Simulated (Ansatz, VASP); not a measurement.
**Ge: VASP beside Ansatz**

```
CELL_PARAMETERS angstrom
-1.67386 1.67386 1.67386
1.67386 -1.67386 1.67386
1.67386 1.67386 -1.67386
ATOMIC_POSITIONS crystal
Ge 0.00000 0.00000 0.00000
```

Alike in both runs: functional r2SCAN; k mesh 18 × 18 × 18; occupations gaussian, width 0.1 eV; no spin polarisation.

Ansatz relaxed the structure, and its values are those at the end. VASP's run is a single point on that final structure, the one shown.

```csv
,VASP,Ansatz
version,VASP 6.6.1,Ansatz 0.2.0
potentials or method,"VASP PAW PBE potentials, release 64 (Ge_d), cutoff 520 eV","scalar-relativistic, plane waves, PAW"
valence electrons in the cell,14,14
```

VASP gave:

* gap on the k mesh at the Fermi level (eV): none
* pressure (GPa): -0.2

Problem. Estimate Ansatz's values.

Solution. gap on the k mesh at the Fermi level (eV): none; pressure (GPa): 0.0.

VASP's potentials were made for PBE, not for r2SCAN. A gap of «none» marks a metal or a gap that the smearing closes.
